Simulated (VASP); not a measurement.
MnO, 4 atoms in the cell. The structure is hexagonal, space group P6_3mc (No. 186). The conventional cell has a = 3.372 Å, b = 3.372 Å, c = 5.386 Å, α = 90.00°, β = 90.00°, γ = 120.00°. Within 2.6 Å of Mn (site symmetry 3m) lie 4 O at 1.96 to 2.08 Å. Within 2.6 Å of O (site symmetry 3m) lie 4 Mn at 1.96 to 2.08 Å. 

```yaml
Program: VASP 6.6.1
Task: relaxation of cell and atoms
Functional: PBE
Potentials_or_basis: VASP PAW PBE potentials, release 64 (Mn_pv, O)
Cutoff: 600 eV
k_mesh: 6 × 6 × 4
Occupations: gaussian, width 0.1 eV
Spin: collinear spin, ferromagnetic start
Starting_moments: "[4.35, 4.35, 0.15, 0.15] μB"
Hubbard_terms: Mn d U = 3.9 eV
Dipole_correction: no
Further_INCAR_settings: ALGO = Normal; EDIFF = 1e-06; IBRION = 2; EDIFFG = -0.05; NSW = 100; ISIF = 3
```

Potentials or basis: VASP PAW PBE potentials, release 64 (Mn_pv, O).

Launch:

```bash
$ cat potpaw_PBE.64/Mn_pv/POTCAR potpaw_PBE.64/O/POTCAR > POTCAR
$ mpirun -np 1 vasp_std > vasp.out
```

Hardware: 1 thread of Intel(R) Xeon(R) Platinum 8488C (Sapphire Rapids), on a shared host.

Problem. Estimate the wall time of this run.

Solution. It took 5.1 min on 1 thread of Intel(R) Xeon(R) Platinum 8488C (Sapphire Rapids) (shared host), peak memory 0.25 GiB. Counts: scf iterations 92, k points 21, ion steps 10.
